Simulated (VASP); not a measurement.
Here is a VASP 6.6.1 calculation.

The input INCAR:

```
SYSTEM = Al
ALGO = Fast
EDIFF = 1E-7
ENCUT = 520
GGA = PE
ISIF = 2
ISMEAR = 0
LASPH = .TRUE.
LCHARG = .FALSE.
LREAL = .FALSE.
LWAVE = .FALSE.
NBANDS = 8
NELM = 100
PREC = Accurate
SIGMA = 0.15
```

The input KPOINTS:

```
k-points
0
G
  22 22 22
  0 0 0
```

POSCAR

```
Al
1.0
   -1.4652082871      1.4652082871      2.1289476411
    1.4652082871     -1.4652082871      2.1289476411
    1.4652082871      1.4652082871     -2.1289476411
Al
1
Direct
    0.0000000000      0.0000000000      0.0000000000
```

Potentials or basis: VASP PAW PBE potentials, release 64 (Al).

Command:

```sh
$ cat potpaw_PBE.64/Al/POTCAR > POTCAR
$ mpirun -np 1 vasp_std > vasp.out
```

(1) Estimate the pressure.

Answers

(1) -6.3 GPa.
